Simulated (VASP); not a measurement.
CdS (Greenockite), 4 atoms in the cell. The structure is hexagonal, space group P6_3mc (No. 186). Conventional cell: a = 4.165 Å, b = 4.165 Å, c = 6.766 Å, α = 90.00°, β = 90.00°, γ = 120.00°. Within 3.4 Å of Cd (site symmetry 3m) lie 4 S at 2.54 to 2.55 Å. S (site symmetry 3m) has 4 Cd at 2.54 to 2.55 Å within 3.4 Å. 

```yaml
Program: VASP 6.6.1
Task: single point
Functional: PBEsol
Potentials_or_basis: VASP PAW PBE potentials, release 64 (Cd, S)
Cutoff: 500 eV
k_mesh: 6 × 6 × 4
Occupations: tetrahedron
Spin: no spin polarisation
Dipole_correction: no
Further_INCAR_settings: ALGO = Normal; EDIFF = 1e-06; NBANDS = 26
```

Potentials or basis: VASP PAW PBE potentials, release 64 (Cd, S).

Command:

```console
$ cat potpaw_PBE.64/Cd/POTCAR potpaw_PBE.64/S/POTCAR > POTCAR
$ mpirun -np 1 vasp_std > vasp.out
```

Hardware: 1 thread of Intel Xeon 6975P-C (shared host).

Question: How long does it take, and how much memory?

Answer: It took 54 s on 1 thread of Intel Xeon 6975P-C, with other jobs on the host, peak memory 0.22 GiB. Counts: scf iterations 14, k points 21.
